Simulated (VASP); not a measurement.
Ta: single point with LDA

Crystal: Ta.

```
Ta
1.0
     2.86010    0.00000    0.00000
    -0.95337    2.69653    0.00000
    -0.95337   -1.34826    2.33526
Ta
1
Direct
  0.00000 0.00000 0.00000
```

```yaml
Program: VASP 6.6.1
Task: single point
Functional: LDA
Potentials_or_basis: VASP PAW LDA potentials, release 64 (Ta_pv)
Cutoff: 500 eV
k_mesh: 14 × 14 × 14
Occupations: fermi-dirac, width 0.1 eV
Spin: no spin polarisation
```

```yaml
Pressure: -8.1 GPa
Band_gap_on_the_k_mesh: zero (an odd number of electrons rules out a gap without spin polarisation)
```

Levels at points of the mesh, in eV from the Fermi level:
| k point | band 2 | band 3 | band 4 | band 5 | band 6 | band 7 | band 8 | band 9 |
| --- | --- | --- | --- | --- | --- | --- | --- | --- |
| (0.00, 0.00, 0.00) | -32.91 | -32.91 | -7.85 | 0.66 | 0.66 | 0.66 | 3.92 | 3.92 |
| (0.50, 0.00, 0.00) | -33.30 | -32.92 | -4.38 | -1.60 | 1.73 | 3.80 | 4.81 | 7.74 |
| (0.50, 0.50, 0.50) | -33.74 | -33.74 | -3.83 | -3.83 | 6.77 | 6.77 | 6.77 | 8.74 |

It took 11 s on 1 thread of AMD EPYC 9R45 96-Core Processor (Zen 5), on a shared host, peak memory 0.11 GiB.

Caveat: the cell stands under tension; spin-orbit coupling is left out, which moves the levels of the heavy elements.
